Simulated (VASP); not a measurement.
# MoS2 (P6_3/mmc) in VASP: further runs

MoS2 is run at these levels: PBE; tasks: single point.

Program: VASP 6.6.1. These are calculated values, not measurements. Logs are shortened: lines on timing, memory, paths and dates and some standing lists are left out, and cuts for length are marked.

## (1) The cell of the first run

Symmetry: P6_3/mmc, No. 194, hexagonal system. The conventional cell has a = 3.182 Å, b = 3.182 Å, c = 12.376 Å, α = 90.00°, β = 90.00°, γ = 120.00°. Within 3.1 Å of Mo (site symmetry -6m2) lie 6 S at 2.38 Å. S (site symmetry 3m) has 3 Mo at 2.38 Å and 1 S at 3.03 Å within 3.1 Å.

## (2) Single point, PBE (volume scaled by 1.02)

Input file INCAR:

```
SYSTEM = MoS2
PREC = Accurate
ENCUT = 520
EDIFF = 1E-6
ISMEAR = -1
SIGMA = 0.03
LREAL = .False.
LASPH = .True.
NELM = 80
ALGO = Normal
ISIF = 2
LWAVE = .False.
LCHARG = .False.
GGA = PE
NBANDS = 35
```

Input file KPOINTS:

```
regular mesh
0
Gamma
  10 10 3
  0 0 0
```

Input file POSCAR:

```
MoS2
1.0
    3.1819359971      0.0000000000      0.0000000000
   -1.5909679986      2.7556374067      0.0000000000
    0.0000000000      0.0000000000     12.3764262140
Mo S
2 4
Direct
    0.3333333333      0.6666666667      0.2500000000
    0.6666666667      0.3333333333      0.7500000000
    0.3333333333      0.6666666667      0.6275000000
    0.6666666667      0.3333333333      0.1275000000
    0.3333333333      0.6666666667      0.8725000000
    0.6666666667      0.3333333333      0.3725000000
```

Potentials or basis: VASP PAW PBE potentials, release 64 (Mo_sv, S).

Run with:

```console
$ cat potpaw_PBE.64/Mo_sv/POTCAR potpaw_PBE.64/S/POTCAR > POTCAR
$ mpirun -np 1 vasp_std > vasp.out
```

OUTCAR:

```text
SYSTEM = MoS2
   PREC = Accurate
   ENCUT = 520
   EDIFF = 1E-6
   ISMEAR = -1
   LREAL = .False.
   LASPH = .True.
   NELM = 80
   ISIF = 2
   GGA = PE

 ion  position               nearest neighbor table
   1  0.333  0.667  0.250-   4 2.38   6 2.38   4 2.38   6 2.38   4 2.38   6 2.38
   2  0.667  0.333  0.750-   3 2.38   5 2.38   3 2.38   5 2.38   3 2.38   5 2.38
   3  0.333  0.667  0.627-   2 2.38   2 2.38   2 2.38
   4  0.667  0.333  0.127-   1 2.38   1 2.38   1 2.38
   5  0.333  0.667  0.873-   2 2.38   2 2.38   2 2.38
   6  0.667  0.333  0.373-   1 2.38   1 2.38   1 2.38

  LATTYP: Found a hexagonal cell.
 ALAT       =     3.1819359971
 C/A-ratio  =     3.8895899306

  Lattice vectors:

 A1 = (   3.1819359971,   0.0000000000,   0.0000000000)
 A2 = (  -1.5909679986,   2.7556374067,   0.0000000000)
 A3 = (   0.0000000000,   0.0000000000,  12.3764262140)

Analysis of symmetry for initial positions (statically):
=====================================================================
 Subroutine PRICEL returns:
 Original cell was already a primitive cell.

 Routine SETGRP: Setting up the symmetry group for a
 hexagonal supercell.

 Subroutine GETGRP returns: Found 24 space group operations
 (whereof 12 operations were pure point group operations)
 out of a pool of 24 trial point group operations.

The static configuration has the point symmetry D_3d.
 The point group associated with its full space group is D_6h.

Analysis of symmetry for dynamics (positions and initial velocities):
=====================================================================
 Subroutine PRICEL returns:
 Original cell was already a primitive cell.

 Routine SETGRP: Setting up the symmetry group for a
 hexagonal supercell.

 Subroutine GETGRP returns: Found 24 space group operations
 (whereof 12 operations were pure point group operations)
 out of a pool of 24 trial point group operations.

The dynamic configuration has the point symmetry D_3d.
 The point group associated with its full space group is D_6h.

 Subroutine INISYM returns: Found 24 space group operations
 (whereof 12 operations are pure point group operations),
 and found     1 'primitive' translations

----------------------------------------------------------------------------------------

                                     Primitive cell

  volume of cell :     108.5197

  direct lattice vectors                    reciprocal lattice vectors
     3.181935997  0.000000000  0.000000000     0.314274077  0.181446223  0.000000000
    -1.590967999  2.755637407  0.000000000     0.000000000  0.362892446  0.000000000
     0.000000000  0.000000000 12.376426214     0.000000000  0.000000000  0.080798769

  length of vectors
     3.181935997  3.181935997 12.376426214     0.362892446  0.362892446  0.080798769

  position of ions in fractional coordinates (direct lattice)
     0.333333333  0.666666667  0.250000000
     0.666666667  0.333333333  0.750000000
     0.333333333  0.666666667  0.627500000
     0.666666667  0.333333333  0.127500000
     0.333333333  0.666666667  0.872500000
     0.666666667  0.333333333  0.372500000

  ion indices of the primitive-cell ions
   primitive index   ion index
                 1           1
                 2           2
                 3           3
                 4           4
                 5           5
                 6           6

----------------------------------------------------------------------------------------

 KPOINTS: regular mesh

Automatic generation of k-mesh.
 Grid dimensions read from file:
 generate k-points for:   10   10    3

 Generating k-lattice:

  Cartesian coordinates                     Fractional coordinates (reciprocal lattice)
     0.031427408  0.018144622  0.000000000     0.100000000  0.000000000  0.000000000
     0.000000000  0.036289245  0.000000000     0.000000000  0.100000000  0.000000000
     0.000000000  0.000000000  0.026932923     0.000000000  0.000000000  0.333333333

  Length of vectors
     0.036289245  0.036289245  0.026932923

  Shift w.r.t. Gamma in fractional coordinates (k-lattice)
     0.000000000  0.000000000  0.000000000

 Subroutine IBZKPT returns following result:
 ===========================================

 Found     28 irreducible k-points:

 Following reciprocal coordinates:
            Coordinates               Weight
  0.000000  0.000000  0.000000      1.000000
  0.100000  0.000000  0.000000      6.000000
  0.200000  0.000000  0.000000      6.000000
  0.300000 -0.000000  0.000000      6.000000
  0.400000  0.000000  0.000000      6.000000
  0.500000  0.000000  0.000000      3.000000
[... 16 lines left out ...]
  0.300000  0.100000  0.333333     24.000000
  0.400000  0.100000  0.333333     24.000000
 [... further k-points ...]
   k-points           NKPTS =     28   k-points in BZ     NKDIM =     28   number of bands    NBANDS=     35
   number of dos      NEDOS =    301   number of ions     NIONS =      6
   total plane-waves  NPLWV =  55296
   dimension x,y,z NGX =    24 NGY =   24 NGZ =   96
   dimension x,y,z NGXF=    48 NGYF=   48 NGZF=  192
   ions per type =               2   4
   NGX,Y,Z   is equivalent  to a cutoff of  12.54, 12.54, 12.90 a.u.
   NGXF,Y,Z  is equivalent  to a cutoff of  25.08, 25.08, 25.79 a.u.
 SYSTEM =  MoS2
   PREC   = accura    normal or accurate (medium, high low for compatibility)
   ISTART =      0    job   : 0-new  1-cont  2-samecut
   ICHARG =      2    charge: 1-file 2-atom 10-const
   ISPIN  =      1    spin polarized calculation?
   LNONCOLLINEAR =      F non collinear calculations
   LSORBIT =      F    spin-orbit coupling
   LASPH  =      T    aspherical Exc in radial PAW
   ENCUT  =  520.0 eV  38.22 Ry    6.18 a.u.   5.92  5.92 23.01*2*pi/ulx,y,z
   NELM   =     80;   NELMIN=  2; NELMDL= -5     # of ELM steps
   EDIFF  = 0.1E-05   stopping-criterion for ELM
   LREAL  =      F    real-space projection
   EDIFFG = 0.1E-04   stopping-criterion for IOM
   NSW    =      0    number of steps for IOM
   IBRION =     -1    ionic relax: 0-MD 1-quasi-New 2-CG
   NFREE  =      0    steps in history (QN), initial steepest desc. (CG)
   ISIF   =      2    stress and relaxation
   ISYM   =      2    0-nonsym 1-usesym 2-fastsym
   POTIM  = 0.5000    time-step for ionic-motion
   TEBEG  =    0.0;   TEEND  =   0.0 temperature during run
   PSTRESS=    0.0 pullay stress
   NELECT =      52.0000    total number of electrons
   NUPDOWN=      -1.0000    fix difference up-down
   EMIN   =  10.00;   EMAX   =-10.00  energy-range for DOS
   EFERMI =   0.00;   METHOD = LEGACY
   ISMEAR =    -1;   SIGMA  =   0.03  broadening in eV -4-tet -1-fermi 0-gaus
   EFERMI_NEDOS =   21; number of points for ismear=-14 and -15
   IALGO  =     38    algorithm
   IMIX   =      4    mixing-type and parameters
     AMIX     =   0.40;   BMIX     =  1.00
     AMIX_MAG =   1.60;   BMIX_MAG =  1.00
  volume/ion in A,a.u.               =      18.09       122.05
  Fermi-wavevector in a.u.,A,eV,Ry     =   1.281070  2.420872 22.329087  1.641142
  Thomas-Fermi vector in A             =   2.413462
   LORBIT       =      0    0 simple, 1 ext, 2 COOP (PROOUT), +10 PAW based schemes
   GGA     = PE    functional components
   LHFCALC =     F    Hartree Fock is set to
   AEXX    =    0.0000 exact exchange contribution
   IVDW    =     0    specifies the selected vdW correction
   LEPSILON=     F    determine dielectric tensor
   LRPA    =     F    only Hartree local field effects (RPA)
 non-spin polarized calculation
  energy-cutoff  :      520.00
  volume of cell :      108.52
 maximum number of plane-waves:      2940
 NGX is ok and might be reduce to    24
   NGX = 11   NGY = 11   NGZ = 47

 number of electron      51.9999996 magnetization

 Free energy of the ion-electron system (eV)
  ---------------------------------------------------
  ext. energy  EPLUGINS =         0.00000000
  ---------------------------------------------------
  free energy    TOTEN  =       -43.56254926 eV

  energy without entropy =      -43.56254924  energy(sigma->0) =      -43.56254925

 E-fermi :   7.8543     XC(G=0): -10.6837

 val. band max:        7.4604250282   @ k =   0.0000   0.0000   0.0000
 cond. band min:       8.3380407961   @ k =   0.3000   0.3000   0.0000
 fundamental gap:      0.8776157679
 Fermi energy:         7.8543181371

 k-point     1 :       0.0000    0.0000    0.0000
  band No.  band energies     occupation
      1     -54.1790      2.00000
      2     -54.1790      2.00000
      3     -28.3327      2.00000
      4     -28.3326      2.00000
      5     -28.1397      2.00000
      6     -28.1397      2.00000
[... 27 lines left out ...]
     34       9.8735      0.00000
     35      12.7598      0.00000

 k-point     2 :       0.1000    0.0000    0.0000
  band No.  band energies     occupation
      1     -54.1753      2.00000
      2     -54.1753      2.00000
      3     -28.3252      2.00000
      4     -28.3251      2.00000
      5     -28.1774      2.00000
      6     -28.1774      2.00000
[... 27 lines left out ...]
     34       9.7339      0.00000
     35      13.4407      0.00000

 k-point     3 :       0.2000    0.0000    0.0000
  band No.  band energies     occupation
      1     -54.1657      2.00000
      2     -54.1657      2.00000
      3     -28.3056      2.00000
      4     -28.3056      2.00000
      5     -28.2751      2.00000
      6     -28.2751      2.00000
[... 27 lines left out ...]
     34      10.3408      0.00000
     35      14.6372      0.00000

 k-point     4 :       0.3000   -0.0000    0.0000
  band No.  band energies     occupation
      1     -54.1538      2.00000
      2     -54.1538      2.00000
      3     -28.3938      2.00000
      4     -28.3938      2.00000
      5     -28.2813      2.00000
      6     -28.2813      2.00000
[... 27 lines left out ...]
     34      10.8993      0.00000
     35      14.5618      0.00000

 k-point     5 :       0.4000    0.0000    0.0000
  band No.  band energies     occupation
      1     -54.1441      2.00000
      2     -54.1441      2.00000
      3     -28.4882      2.00000
      4     -28.4882      2.00000
      5     -28.2616      2.00000
      6     -28.2615      2.00000
[... 638 lines left out ...]
 k-point    22 :       0.2000    0.1000    0.3333
  band No.  band energies     occupation
      1     -54.1579      2.00000
      2     -54.1579      2.00000
      3     -28.3439      2.00000
      4     -28.3439      2.00000
      5     -28.2897      2.00000
      6     -28.2897      2.00000
[... 27 lines left out ...]
     34      10.9076      0.00000
     35      15.2376      0.00000

 k-point    23 :       0.3000    0.1000    0.3333
  band No.  band energies     occupation
      1     -54.1471      2.00000
      2     -54.1471      2.00000
      3     -28.4435      2.00000
      4     -28.4435      2.00000
      5     -28.2677      2.00000
      6     -28.2677      2.00000
[... 27 lines left out ...]
     34      11.2633      0.00000
     35      14.2373      0.00000

 k-point    24 :       0.4000    0.1000    0.3333
  band No.  band energies     occupation
      1     -54.1404      2.00000
      2     -54.1404      2.00000
      3     -28.5042      2.00000
      4     -28.5042      2.00000
      5     -28.2540      2.00000
      6     -28.2540      2.00000
[... 27 lines left out ...]
     34      11.1914      0.00000
     35      13.2441      0.00000

 [... further k-points ...]

------------------------ aborting loop because EDIFF is reached ----------------------------------------

  FORCE on cell =-STRESS in cart. coord.  units (eV):
  Direction    XX          YY          ZZ          XY          YZ          ZX
  --------------------------------------------------------------------------------------
  -------------------------------------------------------------------------------------
  Total        2.2704972      2.2704972      6.4337158     -0.0000000      0.0000000      0.0000000
  in kB       33.5214496     33.5214496     94.9868940     -0.0000000      0.0000000      0.0000000
  external PRESSURE =      54.0099311 kB  Pullay stress =       0.0000000 kB

 VOLUME and BASIS-vectors are now :
 -----------------------------------------------------------------------------
  energy-cutoff  :      520.00
  volume of cell :      108.52
      direct lattice vectors                 reciprocal lattice vectors
     3.181935997  0.000000000  0.000000000     0.314274077  0.181446223  0.000000000
    -1.590967999  2.755637407  0.000000000     0.000000000  0.362892446  0.000000000
     0.000000000  0.000000000 12.376426214     0.000000000  0.000000000  0.080798769

 POSITION                                       TOTAL-FORCE (eV/Angst)
 -----------------------------------------------------------------------------------
     -0.00000      1.83709      3.09411        -0.000000     -0.000000      0.000000
      1.59097      0.91855      9.28232         0.000000      0.000000      0.000000
     -0.00000      1.83709      7.76621         0.000000      0.000000     -0.837001
      1.59097      0.91855      1.57799        -0.000000      0.000000     -0.837001
     -0.00000      1.83709     10.79843         0.000000      0.000000      0.837001
      1.59097      0.91855      4.61022         0.000000      0.000000      0.837001
 -----------------------------------------------------------------------------------
    total drift:                               -0.000000      0.000000     -0.000000

  FREE ENERGIE OF THE ION-ELECTRON SYSTEM (eV)
  ---------------------------------------------------
  free  energy   TOTEN  =       -43.5625492570 eV

  energy  without entropy=      -43.5625492438  energy(sigma->0) =      -43.56254925
```

It took 56 s on 1 thread of Intel Xeon Platinum 8488C (Sapphire Rapids), shared host; peak memory 0.26 GiB.

Results:

```yaml
Free_energy: -43.5625 eV
Pressure: 5.4 GPa
Largest_force: 0.837 eV/Å
Band_gap_on_the_k_mesh: 0.88 eV, indirect (least direct gap 1.83 eV)
```

Forces on the atoms (eV/Å):
```
Mo   0.000  0.000  0.000
Mo   0.000  0.000  0.000
S    0.000  0.000 -0.837
S    0.000  0.000 -0.837
S    0.000  0.000  0.837
S    0.000  0.000  0.837
```

Stress tensor (GPa, compression positive):
```
3.35 0.00 0.00
0.00 3.35 0.00
0.00 0.00 9.50
```

Levels at points of the mesh, in eV from the valence-band top:
| k point | band 23 | band 24 | band 25 | band 26 | band 27 | band 28 | band 29 | band 30 |
| --- | --- | --- | --- | --- | --- | --- | --- | --- |
| (0.00, 0.00, 0.00) | -2.49 | -1.30 | -1.06 | 0.00 | 1.97 | 1.97 | 1.99 | 1.99 |
| (0.50, 0.00, 0.00) | -2.00 | -1.86 | -1.52 | -1.39 | 1.39 | 1.43 | 1.87 | 2.06 |

Caveat: this functional lacks dispersion, which binds the layers, so the pressure and a relaxed spacing across them are unreliable. A k mesh can miss the band edges.

(Part 1 of 2 ends here.)
